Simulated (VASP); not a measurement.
# Si (P6_3/mmc) in VASP: a series of runs

Aim: see how the results for Si move with the level of theory and the settings. Levels: PBE+D3(BJ), PBE, r2SCAN. Tasks: single point, relaxation of cell and atoms.

Program: VASP 6.6.1. These are calculated values, not measurements. Logs are shortened: lines on timing, memory, paths and dates and some standing lists are left out, and cuts for length are marked.

### Step 1. The cell of the first run

It takes space group P6_3/mmc (No. 194, hexagonal). The conventional cell has a = 2.616 Å, b = 2.616 Å, c = 4.584 Å, α = 90.00°, β = 90.00°, γ = 120.00°. Within 3.5 Å of Si (site symmetry -6m2) lie 12 Si at 2.62 to 2.75 Å.

This isn't the form of Si at room conditions, which is diamond.

### Step 2. Single point, PBE+D3(BJ)

Input file INCAR:

```
SYSTEM = Si
ALGO     = Normal         ! electronic algorithm
EDIFF    = 1E-7           ! SCF threshold, eV
ENCUT    = 520            ! plane-wave cutoff, eV
GGA      = PE             ! functional
ISIF     = 2              ! what is computed and relaxed
ISMEAR   = -1             ! smearing method
IVDW     = 12             ! dispersion correction
LASPH    = .TRUE.         ! aspherical terms in the spheres
LCHARG   = .FALSE.        ! write CHGCAR
LREAL    = .FALSE.        ! projectors in reciprocal space
LWAVE    = .FALSE.        ! write WAVECAR
NBANDS   = 11             ! bands
NELM     = 60             ! most SCF steps
PREC     = Accurate       ! precision mode
SIGMA    = 0.1            ! smearing width, eV
```

Input file KPOINTS:

```
k-points
0
G
  14 14 7
  0 0 0
```

Input file POSCAR:

```
Si
1.0
    2.6162876808      0.0000000000      0.0000000000
   -1.3081438404      2.2657715951      0.0000000000
    0.0000000000      0.0000000000      4.5841374540
Si
2
Direct
    0.3333333333      0.6666666667      0.2500000000
    0.6666666667      0.3333333333      0.7500000000
```

Potentials or basis: VASP PAW PBE potentials, release 64 (Si).

On the command line:

```bash
cat potpaw_PBE.64/Si/POTCAR > POTCAR
mpirun -np 1 vasp_std > vasp.out
```

OUTCAR:

```text
SYSTEM = Si
   EDIFF = 1E-7
   ENCUT = 520
   GGA = PE
   ISIF = 2
   ISMEAR = -1
   IVDW = 12
   LASPH = .TRUE.
   LREAL = .FALSE.
   NELM = 60
   PREC = Accurate
 IVDW          = 12

 ion  position               nearest neighbor table
   1  0.333  0.667  0.250-   2 2.75   2 2.75   2 2.75   2 2.75   2 2.75   2 2.75
   2  0.667  0.333  0.750-   1 2.75   1 2.75   1 2.75   1 2.75   1 2.75   1 2.75

  LATTYP: Found a hexagonal cell.
 ALAT       =     2.6162876808
 C/A-ratio  =     1.7521534377

  Lattice vectors:

 A1 = (   2.6162876808,   0.0000000000,   0.0000000000)
 A2 = (  -1.3081438404,   2.2657715951,   0.0000000000)
 A3 = (   0.0000000000,   0.0000000000,   4.5841374540)

Analysis of symmetry for initial positions (statically):
=====================================================================
 Subroutine PRICEL returns:
 Original cell was already a primitive cell.

 Routine SETGRP: Setting up the symmetry group for a
 hexagonal supercell.

 Subroutine GETGRP returns: Found 24 space group operations
 (whereof 12 operations were pure point group operations)
 out of a pool of 24 trial point group operations.

The static configuration has the point symmetry D_3d.
 The point group associated with its full space group is D_6h.

Analysis of symmetry for dynamics (positions and initial velocities):
=====================================================================
 Subroutine PRICEL returns:
 Original cell was already a primitive cell.

 Routine SETGRP: Setting up the symmetry group for a
 hexagonal supercell.

 Subroutine GETGRP returns: Found 24 space group operations
 (whereof 12 operations were pure point group operations)
 out of a pool of 24 trial point group operations.

The dynamic configuration has the point symmetry D_3d.
 The point group associated with its full space group is D_6h.

 Subroutine INISYM returns: Found 24 space group operations
 (whereof 12 operations are pure point group operations),
 and found     1 'primitive' translations

----------------------------------------------------------------------------------------

                                     Primitive cell

  volume of cell :      27.1744

  direct lattice vectors                    reciprocal lattice vectors
     2.616287681  0.000000000  0.000000000     0.382220964  0.220675377  0.000000000
    -1.308143840  2.265771595  0.000000000     0.000000000  0.441350753  0.000000000
     0.000000000  0.000000000  4.584137454     0.000000000  0.000000000  0.218143546

  length of vectors
     2.616287681  2.616287681  4.584137454     0.441350753  0.441350753  0.218143546

  position of ions in fractional coordinates (direct lattice)
     0.333333333  0.666666667  0.250000000
     0.666666667  0.333333333  0.750000000

  ion indices of the primitive-cell ions
   primitive index   ion index
                 1           1
                 2           2

----------------------------------------------------------------------------------------

 KPOINTS: k-points

Automatic generation of k-mesh.
 Grid dimensions read from file:
 generate k-points for:   14   14    7

 Generating k-lattice:

  Cartesian coordinates                     Fractional coordinates (reciprocal lattice)
     0.027301497  0.015762527  0.000000000     0.071428571  0.000000000  0.000000000
     0.000000000  0.031525054  0.000000000     0.000000000  0.071428571  0.000000000
     0.000000000  0.000000000  0.031163364     0.000000000  0.000000000  0.142857143

  Length of vectors
     0.031525054  0.031525054  0.031163364

  Shift w.r.t. Gamma in fractional coordinates (k-lattice)
     0.000000000  0.000000000  0.000000000

 Subroutine IBZKPT returns following result:
 ===========================================

 Found     96 irreducible k-points:

 Following reciprocal coordinates:
            Coordinates               Weight
  0.000000  0.000000  0.000000      1.000000
  0.071429  0.000000  0.000000      6.000000
  0.142857  0.000000  0.000000      6.000000
  0.214286  0.000000  0.000000      6.000000
  0.285714  0.000000  0.000000      6.000000
  0.357143  0.000000  0.000000      6.000000
[... 16 lines left out ...]
  0.285714  0.285714  0.000000      6.000000
  0.357143  0.285714  0.000000      6.000000
 [... further k-points ...]
   k-points           NKPTS =     96   k-points in BZ     NKDIM =     96   number of bands    NBANDS=     11
   number of dos      NEDOS =    301   number of ions     NIONS =      2
   total plane-waves  NPLWV =  14400
   dimension x,y,z NGX =    20 NGY =   20 NGZ =   36
   dimension x,y,z NGXF=    40 NGYF=   40 NGZF=   72
   ions per type =               2
   NGX,Y,Z   is equivalent  to a cutoff of  12.71, 12.71, 13.06 a.u.
   NGXF,Y,Z  is equivalent  to a cutoff of  25.42, 25.42, 26.11 a.u.
 SYSTEM =  Si
   PREC   = accura    normal or accurate (medium, high low for compatibility)
   ISTART =      0    job   : 0-new  1-cont  2-samecut
   ICHARG =      2    charge: 1-file 2-atom 10-const
   ISPIN  =      1    spin polarized calculation?
   LNONCOLLINEAR =      F non collinear calculations
   LSORBIT =      F    spin-orbit coupling
   LASPH  =      T    aspherical Exc in radial PAW
   ENCUT  =  520.0 eV  38.22 Ry    6.18 a.u.   4.86  4.86  8.52*2*pi/ulx,y,z
   NELM   =     60;   NELMIN=  2; NELMDL= -5     # of ELM steps
   EDIFF  = 0.1E-06   stopping-criterion for ELM
   LREAL  =      F    real-space projection
   EDIFFG = 0.1E-05   stopping-criterion for IOM
   NSW    =      0    number of steps for IOM
   IBRION =     -1    ionic relax: 0-MD 1-quasi-New 2-CG
   NFREE  =      0    steps in history (QN), initial steepest desc. (CG)
   ISIF   =      2    stress and relaxation
   ISYM   =      2    0-nonsym 1-usesym 2-fastsym
   POTIM  = 0.5000    time-step for ionic-motion
   TEBEG  =    0.0;   TEEND  =   0.0 temperature during run
   PSTRESS=    0.0 pullay stress
   NELECT =       8.0000    total number of electrons
   NUPDOWN=      -1.0000    fix difference up-down
   EMIN   =  10.00;   EMAX   =-10.00  energy-range for DOS
   EFERMI =   0.00;   METHOD = LEGACY
   ISMEAR =    -1;   SIGMA  =   0.10  broadening in eV -4-tet -1-fermi 0-gaus
   EFERMI_NEDOS =   21; number of points for ismear=-14 and -15
   IALGO  =     38    algorithm
   IMIX   =      4    mixing-type and parameters
     AMIX     =   0.40;   BMIX     =  1.00
     AMIX_MAG =   1.60;   BMIX_MAG =  1.00
  volume/ion in A,a.u.               =      13.59        91.69
  Fermi-wavevector in a.u.,A,eV,Ry     =   1.089060  2.058025 16.137208  1.186051
  Thomas-Fermi vector in A             =   2.225255
   LORBIT       =      0    0 simple, 1 ext, 2 COOP (PROOUT), +10 PAW based schemes
   GGA     = PE    functional components
   LHFCALC =     F    Hartree Fock is set to
   AEXX    =    0.0000 exact exchange contribution
   IVDW    =    12    specifies the selected vdW correction
   LEPSILON=     F    determine dielectric tensor
   LRPA    =     F    only Hartree local field effects (RPA)
 non-spin polarized calculation
  energy-cutoff  :      520.00
  volume of cell :       27.17
 maximum number of plane-waves:       747
 NGX is ok and might be reduce to    20
   NGX =  9   NGY =  9   NGZ = 17

 number of electron       8.0000000 magnetization

 Free energy of the ion-electron system (eV)
  ---------------------------------------------------
  ext. energy  EPLUGINS =         0.00000000
  ---------------------------------------------------
  free energy    TOTEN  =        -9.81601924 eV

  energy without entropy =       -9.78956669  energy(sigma->0) =       -9.80279296

 E-fermi :  11.0479     XC(G=0): -11.4476

 val. band max:       11.0458976493   @ k =   0.4286   0.0000   0.0000
 cond. band min:      11.0714402026   @ k =   0.4286   0.1429   0.1429
 fundamental gap:      0.0255425533
 Fermi energy:        11.0479433643

 k-point     1 :       0.0000    0.0000    0.0000
  band No.  band energies     occupation
      1      -4.0383      2.00000
      2       2.2079      2.00000
      3       3.3587      2.00000
      4      20.9231      0.00000
      5      20.9231      0.00000
      6      21.0849      0.00000
      7      21.4170      0.00000
      8      21.9875      0.00000
      9      21.9875      0.00000
     10      25.2955      0.00000
     11      25.6731      0.00000

 k-point     2 :       0.0714    0.0000    0.0000
  band No.  band energies     occupation
      1      -3.8937      2.00000
      2       2.3503      2.00000
      3       3.4956      2.00000
      4      18.7559      0.00000
      5      19.7648      0.00000
      6      21.0030      0.00000
      7      21.1177      0.00000
      8      22.7499      0.00000
      9      23.2383      0.00000
     10      23.7369      0.00000
     11      24.5738      0.00000

 k-point     3 :       0.1429    0.0000    0.0000
  band No.  band energies     occupation
      1      -3.4605      2.00000
      2       2.7762      2.00000
      3       3.9060      2.00000
      4      15.7394      0.00000
      5      18.4304      0.00000
      6      20.2076      0.00000
      7      20.9611      0.00000
      8      20.9844      0.00000
      9      22.9602      0.00000
     10      23.2476      0.00000
     11      23.7565      0.00000

 k-point     4 :       0.2143    0.0000    0.0000
  band No.  band energies     occupation
      1      -2.7408      2.00000
      2       3.4815      2.00000
      3       4.5890      2.00000
      4      12.7705      0.00000
      5      17.3175      0.00000
      6      18.2338      0.00000
      7      19.3623      0.00000
      8      19.4629      0.00000
      9      21.9896      0.00000
     10      22.8175      0.00000
     11      23.4729      0.00000

 k-point     5 :       0.2857    0.0000    0.0000
  band No.  band energies     occupation
      1      -1.7378      2.00000
      2       4.4577      2.00000
      3       5.5418      2.00000
      4       9.9798      1.99995
      5      15.6628      0.00000
      6      16.4481      0.00000
      7      16.9693      0.00000
      8      18.5472      0.00000
      9      21.2075      0.00000
     10      23.1140      0.00000
     11      23.5075      0.00000
[... 211 lines left out ...]
 k-point    21 :       0.2857    0.2143    0.0000
  band No.  band energies     occupation
      1       1.2382      2.00000
      2       6.8556      2.00000
      3       7.5708      2.00000
      4       8.3570      2.00000
      5       9.0683      2.00000
      6      13.0238      0.00000
      7      13.9609      0.00000
      8      14.8791      0.00000
      9      16.8174      0.00000
     10      25.3271      0.00000
     11      26.0112      0.00000

 k-point    22 :       0.3571    0.2143    0.0000
  band No.  band energies     occupation
      1       2.9054      2.00000
      2       4.8827      2.00000
      3       8.5613      2.00000
      4       9.1451      2.00000
      5       9.8357      1.99999
      6      11.0252      1.11320
      7      12.1103      0.00005
      8      14.6134      0.00000
      9      16.3872      0.00000
     10      25.2087      0.00000
     11      27.2207      0.00000

 k-point    23 :       0.2857    0.2857    0.0000
  band No.  band energies     occupation
      1       2.7736      2.00000
      2       6.4254      2.00000
      3       6.8877      2.00000
      4       8.9301      2.00000
      5       9.7692      1.99999
      6      12.4040      0.00000
      7      12.9680      0.00000
      8      12.9897      0.00000
      9      15.1807      0.00000
     10      27.2387      0.00000
     11      27.7037      0.00000

 k-point    24 :       0.3571    0.2857    0.0000
  band No.  band energies     occupation
      1       4.3921      2.00000
      2       4.7610      2.00000
      3       6.5674      2.00000
      4      10.2643      1.99921
      5      10.9853      1.30352
      6      11.0330      1.07448
      7      11.8867      0.00046
      8      12.6177      0.00000
      9      14.6664      0.00000
     10      28.0533      0.00000
     11      28.3148      0.00000

 [... further k-points ...]

------------------------ aborting loop because EDIFF is reached ----------------------------------------

 Edisp (eV)   -0.91495

 E8    (eV) :    -0.3743

  FORCE on cell =-STRESS in cart. coord.  units (eV):
  Direction    XX          YY          ZZ          XY          YZ          ZX
  --------------------------------------------------------------------------------------
  -------------------------------------------------------------------------------------
  Total      -0.00963    -0.00963    -0.00178    -0.00000     0.00000     0.00000
  in kB      -0.56785    -0.56785    -0.10506    -0.00000     0.00000     0.00000
  external pressure =       -0.41 kB  Pullay stress =        0.00 kB

 VOLUME and BASIS-vectors are now :
 -----------------------------------------------------------------------------
  energy-cutoff  :      520.00
  volume of cell :       27.17
      direct lattice vectors                 reciprocal lattice vectors
     2.616287681  0.000000000  0.000000000     0.382220964  0.220675377  0.000000000
    -1.308143840  2.265771595  0.000000000     0.000000000  0.441350753  0.000000000
     0.000000000  0.000000000  4.584137454     0.000000000  0.000000000  0.218143546

 POSITION                                       TOTAL-FORCE (eV/Angst)
 -----------------------------------------------------------------------------------
     -0.00000      1.51051      1.14603         0.000000      0.000000      0.000000
      1.30814      0.75526      3.43810        -0.000000     -0.000000      0.000000
 -----------------------------------------------------------------------------------
    total drift:                               -0.000000      0.000000     -0.000000

  FREE ENERGIE OF THE ION-ELECTRON SYSTEM (eV)
  ---------------------------------------------------
  free  energy   TOTEN  =       -10.7309731483 eV

  energy  without entropy=      -10.7045206011  energy(sigma->0) =      -10.71774687
```

Run time: 9.4 s. Hardware: 1 thread of Intel Xeon 6975P-C (Granite Rapids), shared host; peak memory 0.15 GiB.

Results:

```
Free energy                : -10.7310 eV
Pressure                   : 0.0 GPa
Band gap on the k mesh     : zero (bands 4 and 5 overlap by 13.07 eV)
Dispersion energy per atom : -0.457 eV
```

Levels at points of the mesh, in eV from the Fermi level:
```tsv
k point	band 2	band 3	band 4	band 5	band 6	band 7
(0.00, 0.00, 0.00)	-8.84	-7.69	9.88	9.88	10.04	10.37
(0.50, 0.00, 0.00)	-7.90	-2.31	-1.73	-1.67	-0.19	4.28
```

[end of part 1 of 3]

The gap in the log of VASP goes by the Fermi energy; the results here count the filled bands.